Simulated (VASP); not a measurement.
Set up this calculation in VASP 6.6.1, as the native input.

```yaml
Task: single point
Functional: PBE
Potentials_or_basis: VASP PAW PBE potentials, release 64 (Sn_d, O)
Cutoff: 520 eV
k_mesh: 6 × 6 × 8
Occupations: fermi-dirac, width 0.02 eV
Spin: no spin polarisation
Dipole_correction: no
Further_INCAR_settings: ALGO = Normal; EDIFF = 1e-06; NBANDS = 35
```

The structure of SnO2 lies in POSCAR:

```
SnO2
1.0
    4.9033909362      0.0000000000      0.0000000000
    0.0000000000      4.9033909362      0.0000000000
    0.0000000000      0.0000000000      3.1417759425
Sn O
2 4
Direct
    0.0000000000      0.0000000000      0.0000000000
    0.5000000000      0.5000000000      0.5000000000
    0.3066337540      0.3066337540      0.0000000000
    0.1933662460      0.8066337540      0.5000000000
    0.8066337540      0.1933662460      0.5000000000
    0.6933662460      0.6933662460      0.0000000000
```

This cell differs from its parent crystal: epitaxial xy strain +3.0%.

The input as run:

INCAR

```
SYSTEM = SnO2
  PREC = Accurate
  ENCUT = 520
  EDIFF = 1E-6
  ISMEAR = -1
  SIGMA = 0.02
  LREAL = .FALSE.
  LASPH = .TRUE.
  NELM = 60
  ALGO = Normal
  ISIF = 2
  LWAVE = .FALSE.
  LCHARG = .FALSE.
  GGA = PE
  NBANDS = 35
```

KPOINTS

```
regular mesh
0
G
  6 6 8
  0 0 0
```

Potentials or basis: VASP PAW PBE potentials, release 64 (Sn_d, O).

Command:

```console
$ cat potpaw_PBE.64/Sn_d/POTCAR potpaw_PBE.64/O/POTCAR > POTCAR
$ mpirun -np 1 vasp_std > vasp.out
```

Results of the run:

The pressure is 2.5 GPa and the largest force is 0.116 eV/Å. The band gap on the k mesh is 0.84 eV, direct.

Caveat: the cell differs from its parent crystal (epitaxial xy strain +3.0%); spin-orbit coupling is left out, which moves the levels of the heavy elements.

Run time: 40 s on 1 thread of Intel(R) Xeon(R) 6975P-C (Granite Rapids), with other jobs on the host, peak memory 0.24 GiB.
